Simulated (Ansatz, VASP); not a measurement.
**Zr2S3 in VASP and in Ansatz**

INCAR

```
ALGO = Normal
EDIFF = 1E-6
EDIFFG = -0.04
ENCUT = 600
GGA = PE
IBRION = 2
ISIF = 3
ISMEAR = 0
LASPH = T
LCHARG = F
LREAL = F
LWAVE = F
NELM = 100
NSW = 90
PREC = Accurate
SIGMA = 0.1
```

The input KPOINTS:

```
k-points
0
Gamma
  4 4 4
```

Contents of POSCAR:

```
Zr2S3
1.0
    4.1808585500      0.0000000000      0.0000000000
    0.0000000000      4.1808585500      0.0000000000
    0.0000000000      0.0000000000      6.9531535300
Zr S
2 3
Direct
    0.5000000000      0.5000000000      0.7848865600
    0.5000000000      0.5000000000      0.2151134400
    0.0000000000      0.5000000000      0.5000000000
    0.5000000000      0.0000000000      0.5000000000
    0.0000000000      0.0000000000      0.0000000000
```

Input for Ansatz:

```yaml
crystal:
  lattice:
    - [4.18085855, 0.0, 0.0]
    - [0.0, 4.18085855, 0.0]
    - [0.0, 0.0, 6.95315353]
  atoms:
    - { symbol: Zr, position: [0.5, 0.5, 0.78488656] }
    - { symbol: Zr, position: [0.5, 0.5, 0.21511344] }
    - { symbol: S, position: [0.0, 0.5, 0.5] }
    - { symbol: S, position: [0.5, 0.0, 0.5] }
    - { symbol: S, position: [0.0, 0.0, 0.0] }
basis:
  ecutwfc: 420
kpoints:
  mp_grid: { grid: [4, 4, 4] }
hamiltonian:
  xc: pbe
scf:
  occupations: { method: gaussian, width: 0.1 }
  lower_state_search: "off"
output:
  forces: true
  stress: true
  eigenvalues: true
relax:
  adjacent_minimum: "off"
  f_tol: 0.04
  max_steps: 70
  cell: { stress_tol: 0.4 }
```

Alike in both runs: task relaxation of cell and atoms; functional PBE; k mesh 4 × 4 × 4; occupations gaussian, width 0.1 eV; no spin polarisation.

```csv
,VASP,Ansatz
version,VASP 6.6.1,Ansatz 0.2.0
potentials or method,"VASP PAW PBE potentials, release 64 (Zr_sv, S), cutoff 600 eV","scalar-relativistic, plane waves, PAW"
valence electrons in the cell,42,42
```

Ansatz gave:

| Quantity | Value |
| --- | --- |
| gap on the k mesh at the Fermi level, each at its own relaxed structure (eV) | none |
| relaxed volume (Å³/atom) | 20.86 |
| relaxed cell length with the largest relative difference (Å) | 6.109 |

Q: Which values does VASP return?

A: gap on the k mesh at the Fermi level, each at its own relaxed structure (eV): none; relaxed volume (Å³/atom): 20.93; relaxed cell length with the largest relative difference (Å): 6.119.

A gap of «none» marks a metal or a gap that the smearing closes.

The k mesh is coarse, so the values compare programs but aren't converged.
